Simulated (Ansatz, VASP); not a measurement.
## CdTe: VASP beside Ansatz

```xyz
2
Lattice="0.0000 3.3108 3.3108 3.3108 0.0000 3.3108 3.3108 3.3108 0.0000" Properties=species:S:1:pos:R:3 pbc="T T T"
Cd    0.0000    0.0000    0.0000
Te    1.6554    1.6554    1.6554
```

Alike in both runs: functional PBE; k mesh 11 × 11 × 11; occupations fermi-dirac, width 0.05 eV; non-collinear spin, spin-orbit coupling.

Ansatz relaxed the structure, and its values are those at the end. VASP's run is a single point on that final structure, the one shown.

```csv
,VASP,Ansatz
version,VASP 6.6.1,Ansatz 0.2.0
potentials or method,"VASP PAW PBE potentials, release 64 (Cd, Te), cutoff 520 eV",all-electron LAPW
```

|  | VASP | Ansatz | Ansatz less VASP |
| --- | --- | --- | --- |
| pressure (GPa) | 0.1 | 0.0 | -0.11 |
| net moment per atom (μB) | 0.00 | 0.00 | 0.000 |

Ansatz ran all-electron here, and VASP with PAW potentials.
